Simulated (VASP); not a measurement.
Wanted: the native input for a VASP 6.6.1 run.

| Property | Result |
| --- | --- |
| Task | single point |
| Functional | r2SCAN |
| Potentials or basis | VASP PAW PBE potentials, release 64 (Se) |
| Cutoff | 520 eV |
| k mesh | 6 × 6 × 4 |
| Occupations | gaussian, width 0.1 eV |
| Spin | no spin polarisation |
| Dipole correction | no |
| Further INCAR settings | ALGO = Normal; EDIFF = 1e-07; NBANDS = 20 |

Crystal: Se.

```
CELL_PARAMETERS angstrom
4.28570 0.00000 0.00000
-2.14285 3.71152 0.00000
0.00000 0.00000 9.09483
ATOMIC_POSITIONS crystal
Se 0.33333 0.66667 0.46383
Se 0.66667 0.33333 0.96383
Se 0.66667 0.33333 0.53617
Se 0.33333 0.66667 0.03617
```

One way to write it, as run:

POSCAR

```
Se
1.0
    4.2856990906      0.0000000000      0.0000000000
   -2.1428495453      3.7115242854      0.0000000000
    0.0000000000      0.0000000000      9.0948349540
Se
4
Direct
    0.3333333333      0.6666666667      0.4638277862
    0.6666666667      0.3333333333      0.9638277862
    0.6666666667      0.3333333333      0.5361722138
    0.3333333333      0.6666666667      0.0361722138
```

INCAR.step1

```
PREC = Accurate
ENCUT = 520
ISMEAR = 0
SIGMA = 0.1
LREAL = False
LASPH = True
NELM = 100
NBANDS = 20
GGA = PE
ALGO = Normal
EDIFF = 1E-4
LWAVE = True
LCHARG = False
```

INCAR.step2

```
PREC = Accurate
ENCUT = 520
EDIFF = 1E-7
ISMEAR = 0
SIGMA = 0.1
LREAL = False
LASPH = True
NELM = 100
ALGO = Normal
ISIF = 2
LWAVE = False
LCHARG = False
METAGGA = R2SCAN
LMIXTAU = True
NBANDS = 20
ISTART = 1
```

KPOINTS

```
regular mesh
0
Gamma
  6 6 4
```

Potentials or basis: VASP PAW PBE potentials, release 64 (Se).

The run is started by

```bash
$ cat potpaw_PBE.64/Se/POTCAR > POTCAR
$ cp INCAR.step1 INCAR
$ mpirun -np 1 vasp_std > vasp.out
$ cp INCAR.step2 INCAR
$ mpirun -np 1 vasp_std > vasp.out
```

It gave:

```json
{"Pressure": "0.1 GPa", "Largest force": "0.004 eV/Å", "Band gap on the k mesh": "zero (band 12 reaches 1.35 eV, above the bottom of band 13 at 0.94 eV)"}
```

Caveat: the PAW data sets were made with another functional, which shifts forces and pressure a little.

It took 2.6 min on 1 thread of AMD EPYC 9R45 96-Core Processor (Zen 5) (shared host), peak memory 0.26 GiB.
